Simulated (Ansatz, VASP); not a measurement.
ZnS in VASP and in Ansatz

File INCAR:

```
ALGO = Normal
EDIFF = 1E-6
ENCUT = 500
GGA = PE
GGA_COMPAT = F
ISIF = 2
ISMEAR = 0
LASPH = T
LCHARG = T
LELF = T
LREAL = F
LVHAR = T
LWAVE = F
NBANDS = 16
NELM = 120
PREC = Accurate
SIGMA = 0.05
```

Contents of KPOINTS:

```
k-points
0
Gamma
  8 8 8
```

POSCAR

```
ZnS
1.0
    0.0000000000      2.7020000000      2.7020000000
    2.7020000000      0.0000000000      2.7020000000
    2.7020000000      2.7020000000      0.0000000000
Zn S
1 1
Direct
    0.2500000000      0.2500000000      0.2500000000
    0.0000000000      0.0000000000      0.0000000000
```

Input for Ansatz:

```yaml
crystal:
  lattice:
    - [0.0, 2.702, 2.702]
    - [2.702, 0.0, 2.702]
    - [2.702, 2.702, 0.0]
  atoms:
    - { symbol: Zn, position: [0.25, 0.25, 0.25] }
    - { symbol: S, position: [0.0, 0.0, 0.0] }
basis:
  ecutwfc: 420
  ecutrho_ratio: 4
kpoints:
  mp_grid: { grid: [8, 8, 8] }
hamiltonian:
  xc: pbe
scf:
  occupations: { method: gaussian, width: 0.05 }
output:
  forces: true
  stress: true
  eigenvalues: true
```

Alike in both runs: task single point; functional PBE; k mesh 8 × 8 × 8; occupations gaussian, width 0.05 eV; no spin polarisation.

|  | VASP | Ansatz |
| --- | --- | --- |
| version | VASP 6.6.1 | Ansatz 0.2.0 |
| potentials or method | VASP PAW PBE potentials, release 64 (Zn, S), cutoff 500 eV | scalar-relativistic, plane waves, PAW |
| valence electrons in the cell | 18 | 18 |

|  | VASP | Ansatz | Ansatz less VASP |
| --- | --- | --- | --- |
| gap on the k mesh at the Fermi level (eV) | 2.11 | 2.11 | -0.005 |
| least direct gap on the mesh (eV) | 2.11 | 2.11 | -0.005 |
| pressure (GPa) | 1.8 | 1.6 | -0.15 |

The functional is the same, so the differences come from potentials, cutoffs and numerics.
